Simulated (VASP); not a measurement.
Input of a VASP 6.6.1 run:

Contents of POSCAR:

```
LuPd
1.0
    3.4189604576      0.0000000000      0.0000000000
    0.0000000000      3.4189604576      0.0000000000
    0.0000000000      0.0000000000      3.4189604576
Lu Pd
1 1
Direct
    0.0000000000      0.0000000000      0.0000000000
    0.5000000000      0.5000000000      0.5000000000
```

The input INCAR.step1:

```
SYSTEM = LuPd
PREC = Accurate
ENCUT = 520
ISMEAR = -1
SIGMA = 0.1
LREAL = .False.
LASPH = .True.
NELM = 150
ISPIN = 2
MAGMOM = 1 3
LMAXMIX = 4
NBANDS = 28
GGA = PE
ALGO = Normal
EDIFF = 1E-4
LWAVE = .True.
LCHARG = .False.
```

Contents of INCAR.step2:

```
SYSTEM = LuPd
PREC = Accurate
ENCUT = 520
EDIFF = 1E-6
ISMEAR = -1
SIGMA = 0.1
LREAL = .False.
LASPH = .True.
NELM = 150
ALGO = Normal
ISIF = 2
LWAVE = .False.
LCHARG = .False.
ISPIN = 2
MAGMOM = 1 3
LORBIT = 11
LMAXMIX = 4
METAGGA = R2SCAN
LMIXTAU = .True.
NBANDS = 28
ISTART = 1
```

File KPOINTS:

```
Automatic mesh
0
Gamma
  10 10 10
  0 0 0
```

Potentials or basis: VASP PAW PBE potentials, release 64 (Lu, Pd).

Launch:

```sh
$ cat potpaw_PBE.64/Lu/POTCAR potpaw_PBE.64/Pd/POTCAR > POTCAR
$ cp INCAR.step1 INCAR
$ mpirun -np 1 vasp_std > vasp.out
$ cp INCAR.step2 INCAR
$ mpirun -np 1 vasp_std > vasp.out
```

(1) Predict the pressure.

(2) Predict the net moment.

Answers

(1) 0.5 GPa.

(2) 0.00 μB per cell.

Caveat: the PAW data sets were made with another functional, which shifts forces and pressure a little.
